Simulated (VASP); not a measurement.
## Pt: relaxation of cell and atoms with PBE

Pt:

```
Pt
1.0
     0.00000    1.98369    1.98369
     1.98369    0.00000    1.98369
     1.98369    1.98369    0.00000
Pt
1
Direct
  0.00000 0.00000 0.00000
```

```json
{
  "Program": "VASP 6.6.1",
  "Task": "relaxation of cell and atoms",
  "Functional": "PBE",
  "Potentials or basis": "VASP PAW PBE potentials, release 64 (Pt)",
  "Cutoff": "600 eV",
  "k mesh": "18 × 18 × 18",
  "Occupations": "gaussian, width 0.1 eV",
  "Spin": "no spin polarisation",
  "Dipole correction": "no",
  "Further INCAR settings": "ALGO = Normal; EDIFF = 1e-07; IBRION = 2; EDIFFG = -0.005; NSW = 100; ISIF = 3"
}
```

```yaml
Relaxed_volume: 15.62 Å³/atom
Relaxed_cell: a = 2.806 Å, b = 2.806 Å, c = 2.806 Å, α = 60.00°, β = 60.00°, γ = 60.00°
Space_group_after_relaxing_to_0.1_Å: Fm-3m (No. 225)
Energy_gained_by_relaxing: 0.0 meV/atom
Ionic_steps: 3
Pressure_after_relaxing: 0.0 GPa
Band_gap_on_the_k_mesh: zero (bands 5 and 6 overlap by 2.10 eV)
```

Final structure:
```
Pt
1.0
     0.00000    1.98393    1.98393
     1.98393    0.00000    1.98393
     1.98393    1.98393    0.00000
Pt
1
Direct
  0.00000 0.00000 0.00000
```

Levels at points of the mesh, in eV from the Fermi level:
```
           k point  band 2  band 3  band 4  band 5  band 6  band 7  band 8  band 9
(0.00, 0.00, 0.00)   -3.58   -3.58   -3.58   -1.55   -1.55   14.73   19.50   19.50
(0.50, 0.00, 0.00)   -3.64   -3.64   -0.33    0.03    0.03    5.58   14.29   18.74
(0.50, 0.50, 0.00)   -6.26    0.00    0.45    0.45    1.85    8.51   11.28   11.28
```

Wall time 100 s on 1 thread of Intel Xeon 8259CL, with other jobs on the host, peak memory 0.17 GiB.

Caveat: spin-orbit coupling is left out, which moves the levels of the heavy elements.
